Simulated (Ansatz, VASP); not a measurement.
## SiGe: VASP beside Ansatz

```
CELL_PARAMETERS angstrom
3.90445 0.00000 0.00000
-1.95223 3.38135 0.00000
0.00000 0.00000 6.45078
ATOMIC_POSITIONS crystal
Si 0.66667 0.33333 0.86066
Si 0.33333 0.66667 0.36066
Ge 0.66667 0.33333 0.50579
Ge 0.33333 0.66667 0.00579
```

Change from the starting cell: mode 10 (401.9 1/cm) frozen in, largest displacement -0.090 Å.

Alike in both runs: task single point; functional PBEsol; k mesh 12 × 12 × 6; occupations gaussian, width 0.03 eV; no spin polarisation.

|  | VASP | Ansatz |
| --- | --- | --- |
| version | VASP 6.6.1 | Ansatz 0.2.0 |
| potentials or method | VASP PAW PBE potentials, release 64 (Si, Ge_d), cutoff 520 eV | scalar-relativistic, plane waves, PAW |
| valence electrons in the cell | 36 | 36 |

|  | VASP | Ansatz | Ansatz less VASP |
| --- | --- | --- | --- |
| gap on the k mesh at the Fermi level (eV) | none | none | - |
| pressure (GPa) | 0.1 | 0.1 | +0.01 |
| traceless stress, the component that is largest in VASP (GPa) | 5.38 | 5.41 | +0.032 |
| rms of the force components (eV/Å) | 1.013 | 1.015 | +0.0019 |

VASP's potentials were made for PBE, not for PBEsol. Atom by atom the forces differ by 0.002 eV/Å (rms over components). A gap of «none» marks a metal or a gap that the smearing closes.
